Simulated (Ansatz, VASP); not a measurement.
## Ru: VASP beside Ansatz

File INCAR:

```
SYSTEM = Ru
  PREC = Accurate
  ENCUT = 520
  EDIFF = 1E-7
  ISMEAR = 0
  SIGMA = 0.15
  LREAL = .False.
  LASPH = .True.
  NELM = 100
  ALGO = Fast
  ISIF = 2
  LWAVE = .False.
  LCHARG = .True.
  LELF = .True.
  LVHAR = .True.
  NBANDS = 21
```

File KPOINTS:

```
Automatic mesh
0
Gamma
  21 21 12
  0 0 0
```

Contents of POSCAR:

```
Ru
1.0
    2.7057993342      0.0000000000      0.0000000000
   -1.3528996671      2.3432909610      0.0000000000
    0.0000000000      0.0000000000      4.6030425000
Ru
2
Direct
    0.3333333333      0.6666666667      0.2500000000
    0.6666666667      0.3333333333      0.7500000000
```

Input for Ansatz:

```yaml
crystal:
  lattice:
    - [2.7057993342, 0.0, 0.0]
    - [-1.3528996671, 2.343290961, 0.0]
    - [0.0, 0.0, 4.6030425]
  atoms:
    - { symbol: Ru, position: [0.3333333333, 0.6666666667, 0.25] }
    - { symbol: Ru, position: [0.6666666667, 0.3333333333, 0.75] }
basis:
  ecutwfc: 420
kpoints:
  mp_grid: { grid: [21, 21, 12] }
hamiltonian:
  xc: lda
scf:
  occupations: { method: gaussian, width: 0.15 }
output:
  forces: true
  stress: true
  eigenvalues: true
```

Change from the starting cell: strain +0.0750 x Voigt [0, 0, 1, 0, 0, 0], atoms carried along.

Alike in both runs: task single point; functional LDA; k mesh 21 × 21 × 12; occupations gaussian, width 0.15 eV; no spin polarisation.

```csv
,VASP,Ansatz
version,VASP 6.6.1,Ansatz 0.2.0
potentials or method,"VASP PAW LDA potentials, release 64 (Ru_pv), cutoff 520 eV","scalar-relativistic, plane waves, PAW"
valence electrons in the cell,28,32
```

|  | VASP | Ansatz | Ansatz less VASP |
| --- | --- | --- | --- |
| gap on the k mesh at the Fermi level (eV) | none | none | - |
| pressure (GPa) | -29.0 | -29.6 | -0.61 |
| traceless stress, the component that is largest in VASP (GPa) | -18.41 | -18.38 | +0.023 |

LDA's correlation is that of Perdew and Zunger in VASP and of Perdew and Wang (1992) in Ansatz. A gap of «none» marks a metal or a gap that the smearing closes. Both programs put the cell under strong tension, so it lies far from rest at this level. VASP's potentials hold 28 valence electrons a cell and Ansatz's 32, so a difference there can come from the potentials and not from the codes.
